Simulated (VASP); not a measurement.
# KBr (Fm-3m) in VASP: a series of runs

KBr is run at these levels: PBE+D3(BJ); tasks: single point, relaxation of cell and atoms.

All numbers are computed with VASP 6.6.1; they aren't measurements. Logs are shortened: lines on timing, memory, paths and dates and some standing lists are left out, and cuts for length are marked.

### Step 1. The cell of the first run

It takes space group Fm-3m (No. 225, cubic). The conventional cell has a = 6.566 Å, b = 6.566 Å, c = 6.566 Å, α = 90.00°, β = 90.00°, γ = 90.00°. Within 4.3 Å of K (site symmetry m-3m) lie 6 Br at 3.28 Å. Br (site symmetry m-3m) has 6 K at 3.28 Å within 4.3 Å.

### Step 2. Single point, PBE+D3(BJ)

INCAR

```
SYSTEM = KBr
ALGO = Normal
EDIFF = 1E-7
ENCUT = 520
GGA = PE
ISIF = 2
ISMEAR = 0
IVDW = 12
LASPH = .True.
LCHARG = .True.
LELF = .True.
LREAL = .False.
LVHAR = .True.
LWAVE = .False.
NBANDS = 15
NELM = 60
PREC = Accurate
SIGMA = 0.02
```

KPOINTS

```
k-points
0
Gamma
  6 6 6
  0 0 0
```

POSCAR

```
KBr
1.0
    0.0000000000      3.2828603840      3.2828603840
    3.2828603840      0.0000000000      3.2828603840
    3.2828603840      3.2828603840      0.0000000000
K Br
1 1
Direct
    0.0000000000      0.0000000000      0.0000000000
    0.5000000000      0.5000000000      0.5000000000
```

Potentials or basis: VASP PAW PBE potentials, release 64 (K_sv, Br).

The run is started by

```console
cat potpaw_PBE.64/K_sv/POTCAR potpaw_PBE.64/Br/POTCAR > POTCAR
mpirun -np 1 vasp_std > vasp.out
```

OUTCAR:

```text
SYSTEM = KBr
   EDIFF = 1E-7
   ENCUT = 520
   GGA = PE
   ISIF = 2
   ISMEAR = 0
   IVDW = 12
   LASPH = .True.
   LREAL = .False.
   NELM = 60
   PREC = Accurate
 IVDW          = 12

 ion  position               nearest neighbor table
   1  0.000  0.000  0.000-   2 3.28   2 3.28   2 3.28   2 3.28   2 3.28   2 3.28
   2  0.500  0.500  0.500-   1 3.28   1 3.28   1 3.28   1 3.28   1 3.28   1 3.28

  LATTYP: Found a face centered cubic cell.
 ALAT       =     6.5657207680

  Lattice vectors:

 A1 = (   0.0000000000,   3.2828603840,   3.2828603840)
 A2 = (   3.2828603840,   0.0000000000,   3.2828603840)
 A3 = (   3.2828603840,   3.2828603840,   0.0000000000)

Analysis of symmetry for initial positions (statically):
=====================================================================
 Subroutine PRICEL returns:
 Original cell was already a primitive cell.

 Routine SETGRP: Setting up the symmetry group for a
 face centered cubic supercell.

 Subroutine GETGRP returns: Found 48 space group operations
 (whereof 48 operations were pure point group operations)
 out of a pool of 48 trial point group operations.

The static configuration has the point symmetry O_h .

Analysis of symmetry for dynamics (positions and initial velocities):
=====================================================================
 Subroutine PRICEL returns:
 Original cell was already a primitive cell.

 Routine SETGRP: Setting up the symmetry group for a
 face centered cubic supercell.

 Subroutine GETGRP returns: Found 48 space group operations
 (whereof 48 operations were pure point group operations)
 out of a pool of 48 trial point group operations.

The dynamic configuration has the point symmetry O_h .

 Subroutine INISYM returns: Found 48 space group operations
 (whereof 48 operations are pure point group operations),
 and found     1 'primitive' translations

----------------------------------------------------------------------------------------

                                     Primitive cell

  volume of cell :      70.7599

  direct lattice vectors                    reciprocal lattice vectors
     0.000000000  3.282860384  3.282860384    -0.152306203  0.152306203  0.152306203
     3.282860384  0.000000000  3.282860384     0.152306203 -0.152306203  0.152306203
     3.282860384  3.282860384  0.000000000     0.152306203  0.152306203 -0.152306203

  length of vectors
     4.642665678  4.642665678  4.642665678     0.263802082  0.263802082  0.263802082

  position of ions in fractional coordinates (direct lattice)
     0.000000000  0.000000000  0.000000000
     0.500000000  0.500000000  0.500000000

  ion indices of the primitive-cell ions
[... 80 lines left out ...]
   EFERMI =   0.00;   METHOD = LEGACY
   ISMEAR =     0;   SIGMA  =   0.02  broadening in eV -4-tet -1-fermi 0-gaus
   EFERMI_NEDOS =   21; number of points for ismear=-14 and -15
   IALGO  =     38    algorithm
   IMIX   =      4    mixing-type and parameters
     AMIX     =   0.40;   BMIX     =  1.00
     AMIX_MAG =   1.60;   BMIX_MAG =  1.00
  volume/ion in A,a.u.               =      35.38       238.76
  Fermi-wavevector in a.u.,A,eV,Ry     =   0.997361  1.884739 13.534111  0.994729
  Thomas-Fermi vector in A             =   2.129512
   LORBIT       =      0    0 simple, 1 ext, 2 COOP (PROOUT), +10 PAW based schemes
   GGA     = PE    functional components
   LHFCALC =     F    Hartree Fock is set to
   AEXX    =    0.0000 exact exchange contribution
   IVDW    =    12    specifies the selected vdW correction
   LEPSILON=     F    determine dielectric tensor
   LRPA    =     F    only Hartree local field effects (RPA)
 non-spin polarized calculation
 Gauss-broadening in eV      SIGMA  =   0.02
  energy-cutoff  :      520.00
  volume of cell :       70.76
 maximum number of plane-waves:      1932
 NGX is ok and might be reduce to    36
   NGX = 17   NGY = 17   NGZ = 17

 number of electron      15.9999999 magnetization

 Free energy of the ion-electron system (eV)
  ---------------------------------------------------
  ext. energy  EPLUGINS =         0.00000000
  ---------------------------------------------------
  free energy    TOTEN  =        -6.20878485 eV

  energy without entropy =       -6.20878485  energy(sigma->0) =       -6.20878485

 E-fermi :  -1.5101     XC(G=0):  -7.4333

 val. band max:       -1.6778335303   @ k =   0.0000   0.0000   0.0000
 cond. band min:       2.7984426101   @ k =   0.0000   0.0000   0.0000
 fundamental gap:      4.4762761404
 Fermi energy:        -1.5100786865

 k-point     1 :       0.0000    0.0000    0.0000
  band No.  band energies     occupation
      1     -29.4259      2.00000
      2     -13.9894      2.00000
      3     -12.9046      2.00000
      4     -12.9046      2.00000
      5     -12.9046      2.00000
      6      -1.6778      2.00000
      7      -1.6778      2.00000
      8      -1.6778      2.00000
      9       2.7984      0.00000
     10       5.9291      0.00000
     11       5.9291      0.00000
     12       5.9291      0.00000
     13       6.7622      0.00000
     14       6.7622      0.00000
[... 257 lines left out ...]
      2     -13.9639      2.00000
      3     -12.9864      2.00000
      4     -12.9573      2.00000
      5     -12.8375      2.00000
      6      -2.4003      2.00000
      7      -2.1678      2.00000
      8      -2.1360      2.00000
      9       4.9162      0.00000
     10       6.3086      0.00000
     11       6.6587      0.00000
     12       7.6239      0.00000
     13       8.3648      0.00000
     14       9.1672      0.00000
     15       9.7197      0.00000

------------------------ aborting loop because EDIFF is reached ----------------------------------------

 Edisp (eV)   -0.42026

 E8    (eV) :    -0.1965

  FORCE on cell =-STRESS in cart. coord.  units (eV):
  Direction    XX          YY          ZZ          XY          YZ          ZX
  --------------------------------------------------------------------------------------
  -------------------------------------------------------------------------------------
  Total       0.01665     0.01665     0.01665     0.00000     0.00000     0.00000
  in kB       0.37698     0.37698     0.37698     0.00000     0.00000     0.00000
  external pressure =        0.38 kB  Pullay stress =        0.00 kB

 VOLUME and BASIS-vectors are now :
 -----------------------------------------------------------------------------
  energy-cutoff  :      520.00
  volume of cell :       70.76
      direct lattice vectors                 reciprocal lattice vectors
     0.000000000  3.282860384  3.282860384    -0.152306203  0.152306203  0.152306203
     3.282860384  0.000000000  3.282860384     0.152306203 -0.152306203  0.152306203
     3.282860384  3.282860384  0.000000000     0.152306203  0.152306203 -0.152306203

 POSITION                                       TOTAL-FORCE (eV/Angst)
 -----------------------------------------------------------------------------------
      0.00000      0.00000      0.00000        -0.000000     -0.000000      0.000000
      3.28286      3.28286      3.28286         0.000000      0.000000     -0.000000
 -----------------------------------------------------------------------------------
    total drift:                                0.000000      0.000000      0.000000

  FREE ENERGIE OF THE ION-ELECTRON SYSTEM (eV)
  ---------------------------------------------------
  free  energy   TOTEN  =        -6.6290421623 eV

  energy  without entropy=       -6.6290421623  energy(sigma->0) =       -6.62904216
```

stdout:

```text
POSCAR found type information on POSCAR K Br
 POSCAR found :  2 types and       2 ions
 scaLAPACK will be used
 LDA part: xc-table for (Slater+PW92), standard interpolation
 POSCAR, INCAR and KPOINTS ok, starting setup
 FFT: planning ... GRIDC
 FFT: planning ... GRID_SOFT
 FFT: planning ... GRID
 WAVECAR not read
 entering main loop
```

Wall time 36 s (1 thread of AMD EPYC 7R13, shared host); peak memory 0.18 GiB.

Results:

* Free energy: -6.6290 eV
* Pressure: 0.0 GPa
* Band gap on the k mesh: 4.48 eV
* Dispersion energy per atom: -0.210 eV

Levels at points of the mesh, in eV from the valence-band top:
```
           k point  band 5  band 6  band 7  band 8  band 9  band 10  band 11  band 12
(0.00, 0.00, 0.00)  -11.23    0.00    0.00    0.00    4.48     7.61     7.61     7.61
(0.50, 0.00, 0.00)  -10.97   -1.21   -0.35   -0.35    6.62     8.29     9.81     9.81
(0.50, 0.50, 0.00)  -11.27   -0.83   -0.29   -0.29    5.85     7.26     9.39     9.60
```

### Step 3. Relaxation of cell and atoms, PBE+D3(BJ)

This run uses another cell than the first one, of 37.61 Å³/atom.

INCAR

```
ALGO     = Normal         # electronic algorithm
EDIFF    = 1E-6           # SCF threshold, eV
EDIFFG   = -0.005         # ionic threshold
ENCUT    = 600            # plane-wave cutoff, eV
GGA      = PE             # functional
IBRION   = 2              # ionic algorithm
ISIF     = 3              # what is computed and relaxed
ISMEAR   = 0              # smearing method
IVDW     = 12             # dispersion correction
LASPH    = True           # aspherical terms in the spheres
LCHARG   = False          # write CHGCAR
LREAL    = False          # projectors in reciprocal space
LWAVE    = False          # write WAVECAR
NELM     = 100            # most SCF steps
NSW      = 70             # ionic steps
PREC     = Accurate       # precision mode
SIGMA    = 0.02           # smearing width, eV
```

KPOINTS

```
k-points
0
Gamma
  6 6 6
```

POSCAR

```
KBr
1.0
    0.0000000000      3.3504479376      3.3504479376
    3.3504479376      0.0000000000      3.3504479376
    3.3504479376      3.3504479376      0.0000000000
K Br
1 1
Direct
    0.0000000000      0.0000000000      0.0000000000
    0.5000000000      0.5000000000      0.5000000000
```

Potentials or basis: VASP PAW PBE potentials, release 64 (K_sv, Br).

The run is started by

```console
cat potpaw_PBE.64/K_sv/POTCAR potpaw_PBE.64/Br/POTCAR > POTCAR
mpirun -np 1 vasp_std > vasp.out
```

Wall time 95 s (1 thread of AMD EPYC 7R13, shared host); peak memory 0.23 GiB.

It converged, with:

```yaml
Free_energy: -6.6293 eV
Relaxed_volume: 35.50 Å³/atom
Relaxed_cell: a = 4.648 Å, b = 4.648 Å, c = 4.648 Å, α = 60.00°, β = 60.00°, γ = 60.00°
Space_group_after_relaxing_to_0.1_Å: Fm-3m (No. 225)
Energy_gained_by_relaxing: 5.7 meV/atom
Ionic_steps: 4
Pressure_after_relaxing: 0.0 GPa
Band_gap_on_the_k_mesh: 4.47 eV
Dispersion_energy_per_atom: -0.209 eV
```

The path:
| step | energy change (eV) | largest force (eV/Å) | pressure (GPa) | volume (Å³) |
| --- | --- | --- | --- | --- |
| 1 | 0.0000 | 0.0000 | -0.80 | 75.22 |
| 2 | -0.0081 | 0.0000 | -0.45 | 73.18 |
| 3 | -0.0112 | 0.0000 | -0.10 | 71.44 |
| 4 | -0.0114 | 0.0000 | 0.00 | 70.99 |

Final structure:
```xyz
2
Lattice="0.0000 3.2864 3.2864 3.2864 0.0000 3.2864 3.2864 3.2864 0.0000" Properties=species:S:1:pos:R:3 pbc="T T T"
K     6.5729    3.2864    3.2864
Br    3.2864    3.2864    3.2864
```

Levels at points of the mesh, in eV from the valence-band top:
| k point | band 5 | band 6 | band 7 | band 8 | band 9 | band 10 | band 11 | band 12 |
| --- | --- | --- | --- | --- | --- | --- | --- | --- |
| (0.00, 0.00, 0.00) | -11.23 | 0.00 | 0.00 | 0.00 | 4.47 | 7.61 | 7.61 | 7.61 |
| (0.50, 0.00, 0.00) | -10.98 | -1.20 | -0.34 | -0.34 | 6.62 | 8.28 | 9.80 | 9.80 |
| (0.50, 0.50, 0.00) | -11.27 | -0.83 | -0.29 | -0.29 | 5.85 | 7.24 | 9.39 | 9.58 |
